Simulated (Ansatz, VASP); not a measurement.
## HPt6: VASP beside Ansatz

File INCAR:

```
ALGO     = Normal         # electronic algorithm
DIPOL    = 0.5 0.5 0.300
EDIFF    = 1E-6           # SCF threshold, eV
ENCUT    = 520            # plane-wave cutoff, eV
GGA      = PE             # functional
IDIPOL   = 3            
ISIF     = 2              # what is computed and relaxed
ISMEAR   = 0              # smearing method
LASPH    = True           # aspherical terms in the spheres
LCHARG   = False          # write CHGCAR
LDIPOL   = True         
LREAL    = False          # projectors in reciprocal space
LWAVE    = False          # write WAVECAR
NBANDS   = 74             # bands
NELM     = 80             # most SCF steps
PREC     = Accurate       # precision mode
SIGMA    = 0.1            # smearing width, eV
```

KPOINTS

```
k-points
0
Gamma
  6 6 1
```

POSCAR

```
HPt6
1.0
    5.6143281343      0.0000000000      0.0000000000
   -2.8071640672      4.8621507895      0.0000000000
    0.0000000000      0.0000000000     22.6192653717
Pt H
12 2
Direct
    0.3333333333      0.1666666667      0.1768404028
    0.3333333333      0.6666666667      0.1768404028
    0.8333333333      0.1666666667      0.1768404028
    0.8333333333      0.6666666667      0.1768404028
    0.1666666667      0.3333333333      0.2789526245
    0.1666666667      0.8333333333      0.2789526245
    0.6666666667      0.3333333333      0.2789526245
    0.6666666667      0.8333333333      0.2789526245
    0.0000000000      0.0000000000      0.3810585901
    0.0000000000      0.5000000000      0.3810585901
    0.5000000000      0.0000000000      0.3810585901
    0.5000000000      0.5000000000      0.3810585901
    0.2027472491      0.4054944982      0.4292475999
    0.2972527509      0.5945055018      0.4292475999
```

Input for Ansatz:

```yaml
crystal:
  lattice:
    - [5.6143281343, 0.0, 0.0]
    - [-2.8071640672, 4.8621507895, 0.0]
    - [0.0, 0.0, 22.6192653717]
  atoms:
    - { symbol: Pt, position: [0.3333333333, 0.1666666667, 0.1768404028] }
    - { symbol: Pt, position: [0.3333333333, 0.6666666667, 0.1768404028] }
    - { symbol: Pt, position: [0.8333333333, 0.1666666667, 0.1768404028] }
    - { symbol: Pt, position: [0.8333333333, 0.6666666667, 0.1768404028] }
    - { symbol: Pt, position: [0.1666666667, 0.3333333333, 0.2789526245] }
    - { symbol: Pt, position: [0.1666666667, 0.8333333333, 0.2789526245] }
    - { symbol: Pt, position: [0.6666666667, 0.3333333333, 0.2789526245] }
    - { symbol: Pt, position: [0.6666666667, 0.8333333333, 0.2789526245] }
    - { symbol: Pt, position: [0.0, 0.0, 0.3810585901] }
    - { symbol: Pt, position: [0.0, 0.5, 0.3810585901] }
    - { symbol: Pt, position: [0.5, 0.0, 0.3810585901] }
    - { symbol: Pt, position: [0.5, 0.5, 0.3810585901] }
    - { symbol: H, position: [0.2027472491, 0.4054944982, 0.4292475999] }
    - { symbol: H, position: [0.2972527509, 0.5945055018, 0.4292475999] }
basis:
  ecutwfc: 420
kpoints:
  mp_grid: { grid: [6, 6, 1] }
hamiltonian:
  xc: pbe
  pseudopotentials: { kind: paw, azcp: { folder: soft_1 } }
scf:
  occupations: { method: gaussian, width: 0.1 }
output:
  forces: true
  eigenvalues: true
efield:
  axis: 3
  dipole_correction: true
  ramp_width: 0.04
```

Alike in both runs: task single point; functional PBE; k mesh 6 × 6 × 1; occupations gaussian, width 0.1 eV; no spin polarisation.

|  | VASP | Ansatz |
| --- | --- | --- |
| version | VASP 6.6.1 | Ansatz 0.2.0 |
| potentials or method | VASP PAW PBE potentials, release 64 (Pt, H), cutoff 520 eV | scalar-relativistic, plane waves, PAW |
| valence electrons in the cell | 122 | 218 |

```tsv
	VASP	Ansatz	Ansatz less VASP
gap on the k mesh at the Fermi level (eV)	none	none	-
rms of the force components (eV/Å)	0.464	0.460	-0.0035
```

Atom by atom the forces differ by 0.013 eV/Å (rms over components). A gap of «none» marks a metal or a gap that the smearing closes. VASP's potentials hold 122 valence electrons a cell and Ansatz's 218, so a difference there can come from the potentials and not from the codes.

Spin-orbit coupling is off throughout.
